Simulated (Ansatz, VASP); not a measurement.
# Two plane-wave programs on C

```
C
1.0
    -2.45891    0.00000    0.00000
    -1.22946   -2.12948    0.00000
     0.00000    0.00000   11.04430
C
6
Direct
  0.66667 0.66667 0.16285
  0.00000 0.00000 0.81443
  0.33333 0.33333 0.48864
  0.66667 0.66667 0.81448
  0.00000 0.00000 0.48869
  0.33333 0.33333 0.16290
```

Alike in both runs: task single point; functional PBEsol; k mesh 15 × 15 × 3; occupations gaussian, width 0.05 eV; no spin polarisation.

|  | VASP | Ansatz |
| --- | --- | --- |
| version | VASP 6.6.1 | Ansatz 0.2.0 |
| potentials or method | VASP PAW PBE potentials, release 64 (C), cutoff 520 eV | scalar-relativistic, plane waves, PAW |
| valence electrons in the cell | 24 | 24 |

```tsv
	VASP	Ansatz	Ansatz less VASP
gap on the k mesh at the Fermi level (eV)	0.28	0.28	0.000
least direct gap on the mesh (eV)	0.28	0.28	0.000
pressure (GPa)	0.6	0.0	-0.61
traceless stress, the component that is largest in VASP (GPa)	-0.78	-0.09	+0.691
```

VASP's potentials were made for PBE, not for PBEsol.
